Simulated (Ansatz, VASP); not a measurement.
TiCo in VASP and in Ansatz

```
Co Ti
1.0
     3.04468    0.00000    0.00000
     0.00000    3.04468    0.00000
     0.00000    0.00000    3.04468
Co Ti
1 1
Direct
  0.50000 0.50000 0.50000
  0.00000 0.00000 0.00000
```

Alike in both runs: task single point; functional PBE0; k mesh 4 × 4 × 4; occupations fermi-dirac, width 0.05 eV; collinear spin.

|  | VASP | Ansatz |
| --- | --- | --- |
| version | VASP 6.6.1 | Ansatz 0.2.0 |
| potentials or method | VASP PAW PBE potentials, release 64 (Co, Ti_sv) | Ansatz PAW |
| plane-wave cutoff (eV) | 520 | 420 |
| valence electrons in the cell | 21 | 29 |

Ansatz gave:

- gap on the k mesh at the Fermi level (eV): none
- pressure (GPa): -6.8
- net moment per atom (μB): 0.45
- size of the moment on the site where the two differ most (μB): 1.72

Q: Estimate VASP's values.

A: gap on the k mesh at the Fermi level (eV): none; pressure (GPa): -7.5; net moment per atom (μB): 0.45; size of the moment on the site where the two differ most (μB): 1.67.

Site moments also hang on the region over which each program counts them. A gap of «none» marks a metal or a gap that the smearing closes. The functional is the same, so the differences come from potentials, cutoffs and numerics. VASP's potentials hold 21 valence electrons a cell and Ansatz's 29, so a difference there can come from the potentials and not from the codes.

The k mesh is coarse, so the values compare programs but aren't converged. Noted on Ansatz's run: the magnetic or orbital state may not be the lowest.
